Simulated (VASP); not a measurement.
A run of VASP 6.6.1 is set up as follows.

INCAR

```
SYSTEM = BN
PREC = Accurate ; ENCUT = 520
EDIFF = 1E-6 ; ISMEAR = -1
SIGMA = 0.1551 ; LREAL = Auto
LASPH = .TRUE. ; NELM = 60
ALGO = Normal ; ISIF = 2
LWAVE = .FALSE. ; LCHARG = .TRUE.
GGA = PE ; LELF = .TRUE.
LVHAR = .TRUE. ; NBANDS = 46
```

KPOINTS

```
Automatic mesh
0
Gamma
  2 2 2
  0.5 0.5 0.5
```

File POSCAR:

```
BN
1.0
   -3.6971181333      3.6971181333      0.0000000000
    0.0000000000      3.6971181333     -3.6971181333
   -3.6971181333      0.0000000000     -3.6971181333
B N
8 8
Direct
   -0.0021670933      0.5207656154      0.5005230921
    0.0054392365      0.0007177212      0.5074910869
   -0.0005962752      0.4761109698     -0.0008351099
    0.0015079313      0.0052265033     -0.0220736793
    0.4990673637      0.5012855779      0.4971764314
    0.4962934464     -0.0137613942      0.5117038276
    0.5019594812      0.5079833623      0.0036578490
    0.4957679019      0.0078343453     -0.0080683113
    0.3765422012      0.8773062918      0.3815958671
    0.3748876693      0.3910240214      0.3682738692
    0.3825962409      0.8703301826      0.8685550162
    0.3744987177      0.3681816352      0.8857095938
    0.8783034198      0.8502456201      0.3785809513
    0.8687397546      0.3663146405      0.3741328922
    0.8780077842      0.8954795007      0.8596567341
    0.8685294557      0.3763620609      0.8915406220
```

Potentials or basis: VASP PAW PBE potentials, release 64 (B, N).

Launch:

```sh
$ cat potpaw_PBE.64/B/POTCAR potpaw_PBE.64/N/POTCAR > POTCAR
$ mpirun -np 1 vasp_std > vasp.out
```

(1) What does it give for the largest force?

(2) Estimate the band gap on the k mesh.

Answers

(1) 4.948 eV/Å.

(2) 4.89 eV.

Caveat: the k points lie up to 0.74 Å⁻¹ apart; forces of over 1 eV/Å act on the atoms, so gaps and moduli don't describe the material at rest.
